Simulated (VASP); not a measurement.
Wanted: the native input for a VASP 6.6.1 run.

```yaml
Task: single point
Functional: PBE
Potentials_or_basis: VASP PAW PBE potentials, release 64 (Zr_sv, O)
Cutoff: 600 eV
k_mesh: 8 × 8 × 8
Occupations: gaussian, width 0.02 eV
Spin: no spin polarisation
Dipole_correction: no
Further_INCAR_settings: ALGO = Normal; EDIFF = 1e-06; NBANDS = 19
```

The structure of ZrO2 (m.b) lies in POSCAR:

```
ZrO2
1.0
    0.0000000000      2.5579375649      2.5579375649
    2.5579375649      0.0000000000      2.5579375649
    2.5579375649      2.5579375649      0.0000000000
Zr O
1 2
Direct
    0.0000000000      0.0000000000      0.0000000000
    0.2500000000      0.2500000000      0.2500000000
    0.7500000000      0.7500000000      0.7500000000
```

One way to write it, as run:

INCAR

```
SYSTEM = ZrO2
ALGO = Normal
EDIFF = 1E-6
ENCUT = 600
GGA = PE
GGA_COMPAT = .False.
ISIF = 2
ISMEAR = 0
LASPH = .True.
LCHARG = .False.
LREAL = .False.
LWAVE = .False.
NBANDS = 19
NELM = 120
PREC = Accurate
SIGMA = 0.02
```

KPOINTS

```
k-points
0
Gamma
  8 8 8
  0 0 0
```

Potentials or basis: VASP PAW PBE potentials, release 64 (Zr_sv, O).

Command:

```bash
$ cat potpaw_PBE.64/Zr_sv/POTCAR potpaw_PBE.64/O/POTCAR > POTCAR
$ mpirun -np 1 vasp_std > vasp.out
```

Results of the run:

```json
{
  "Pressure": "0.1 GPa",
  "Band gap on the k mesh": "3.31 eV, indirect (least direct gap 3.74 eV)"
}
```

Run time: 12 s on 1 thread of Intel(R) Xeon(R) 6975P-C (Granite Rapids), with other jobs on the host, peak memory 0.17 GiB.
